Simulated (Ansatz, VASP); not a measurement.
## One calculation of FeSb, two programs

The input INCAR:

```
SYSTEM = FeSb
PREC     = Accurate       ! precision mode
ENCUT    = 520            ! plane-wave cutoff, eV
EDIFF    = 1E-6           ! SCF threshold, eV
ISMEAR   = -1             ! smearing method
SIGMA    = 0.1            ! smearing width, eV
LREAL    = .False.        ! projectors in reciprocal space
LASPH    = .True.         ! aspherical terms in the spheres
NELM     = 150            ! most SCF steps
ALGO     = Normal         ! electronic algorithm
ISIF     = 2              ! what is computed and relaxed
LWAVE    = .False.        ! write WAVECAR
LCHARG   = .False.        ! write CHGCAR
ISPIN    = 2              ! spin polarisation
MAGMOM   = 3 3 0 0        ! initial moments
LORBIT   = 11             ! projections on sites
LMAXMIX  = 4              ! l up to which the mixer works
GGA      = CA             ! functional
NBANDS   = 25             ! bands
```

The input KPOINTS:

```
Automatic mesh
0
Gamma
  8 8 6
  0 0 0
```

Contents of POSCAR:

```
FeSb
1.0
    4.2163052107      0.0000000000      0.0000000000
   -2.1081526054      3.6514274226      0.0000000000
    0.0000000000      0.0000000000      5.3274989485
Fe Sb
2 2
Direct
    0.0000000000      0.0000000000      0.0000000000
    0.0000000000      0.0000000000      0.5000000000
    0.3333333333      0.6666666667      0.2500000000
    0.6666666667      0.3333333333      0.7500000000
```

Input for Ansatz:

```yaml
crystal:
  lattice:
    - [4.2163052107, 0.0, 0.0]
    - [-2.1081526054, 3.6514274226, 0.0]
    - [0.0, 0.0, 5.3274989485]
  atoms:
    - { symbol: Fe, position: [0.0, 0.0, 0.0], spin: 3.0 }
    - { symbol: Fe, position: [0.0, 0.0, 0.5], spin: 3.0 }
    - { symbol: Sb, position: [0.3333333333, 0.6666666667, 0.25] }
    - { symbol: Sb, position: [0.6666666667, 0.3333333333, 0.75] }
magnetization:
  spin_polarized: true
kpoints:
  mp_grid: { grid: [8, 8, 6] }
scf:
  occupations: { method: fermi_dirac, width: 0.1 }
  lower_state_search: "off"
hamiltonian:
  xc: lda
  pseudopotentials: { kind: all_electron, lapw: { basis_error: 0.001 } }
output:
  forces: true
  stress: true
  eigenvalues: false
  populations: true
```

Change from the starting cell: volume scaled by 1.12, LAPW.

Alike in both runs: task single point; functional LDA; k mesh 8 × 8 × 6; occupations fermi-dirac, width 0.1 eV; collinear spin.

|  | VASP | Ansatz |
| --- | --- | --- |
| version | VASP 6.6.1 | Ansatz 0.2.0 |
| potentials or method | VASP PAW LDA potentials, release 64 (Fe, Sb), cutoff 520 eV | all-electron LAPW, scalar-relativistic |

|  | VASP | Ansatz | Ansatz less VASP |
| --- | --- | --- | --- |
| pressure (GPa) | -16.9 | -16.2 | +0.70 |
| traceless stress, the component that is largest in VASP (GPa) | -1.04 | -1.09 | -0.049 |
| net moment per atom (μB) | 0.97 | 1.03 | +0.059 |
| size of the moment on the site where the two differ most (μB) | 2.02 | 2.18 | +0.163 |

LDA's correlation is that of Perdew and Zunger in VASP and of Perdew and Wang (1992) in Ansatz. Site moments also hang on the region over which each program counts them. Ansatz ran all-electron here, and VASP with PAW potentials.

Spin-orbit coupling is off throughout.
